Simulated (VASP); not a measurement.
Crystal: Re.

```xyz
4
Lattice="2.7664 0.0000 0.0000 -1.3832 2.3958 0.0000 0.0000 0.0000 8.9388" Properties=species:S:1:pos:R:3 pbc="T T T"
Re    1.3832    0.7986    6.7041
Re    0.0000    0.0000    4.4694
Re    0.0000    1.5972    2.2347
Re    0.0000    0.0000    0.0000
```

- Program: VASP 6.6.1
- Task: relaxation of cell and atoms
- Functional: RPBE
- Dispersion: D3(BJ)
- Potentials or basis: VASP PAW PBE potentials, release 64 (Re)
- Cutoff: 600 eV
- k mesh: 11 × 11 × 3
- Occupations: fermi-dirac, width 0.05 eV
- Spin: no spin polarisation

At the start: pressure -38.6 GPa; volume 14.81 Å³/atom.

Task: How do energy, volume and symmetry change on relaxing?

Result: Over 16 steps the energy falls by 179.6 meV/atom and the volume is 13.44 Å³/atom (-9.3 %); space group P6_3/mmc (No. 194, to 0.05 Å).

Step by step:
```tsv
step	energy change (eV)	largest force (eV/Å)	pressure (GPa)	volume (Å³)
1	0.0000	0.0000	-38.56	59.24
2	24.1466	0.0000	579.86	33.63
3	-0.6764	0.0000	-10.59	55.00
4	-0.7108	0.0000	-4.61	54.28
5	-0.7186	0.0000	0.07	53.75
6	-0.7183	0.0000	-0.88	53.86
7	-0.7183	0.0000	-0.80	53.85
8	-0.7183	0.0000	-0.74	53.84
9	-0.7183	0.0000	-0.72	53.84
10	-0.7184	0.0000	-0.62	53.83
11	-0.7185	0.0000	-0.45	53.81
12	-0.7186	0.0000	-0.09	53.77
13	-0.7186	0.0000	0.03	53.75
14	-0.7186	0.0000	0.02	53.76
15	-0.7186	0.0000	0.01	53.76
16	-0.7186	0.0000	0.00	53.76
```

Final structure:
```
Re
1.0
     2.67787    0.00000    0.00000
    -1.33894    2.31911    0.00000
     0.00000    0.00000    8.65629
Re
4
Direct
  0.66667 0.33333 0.75000
  0.00000 0.00000 0.50000
  0.33333 0.66667 0.25000
  0.00000 0.00000 0.00000
```

Caveat: the PAW data sets were made with another functional, which shifts forces and pressure a little.
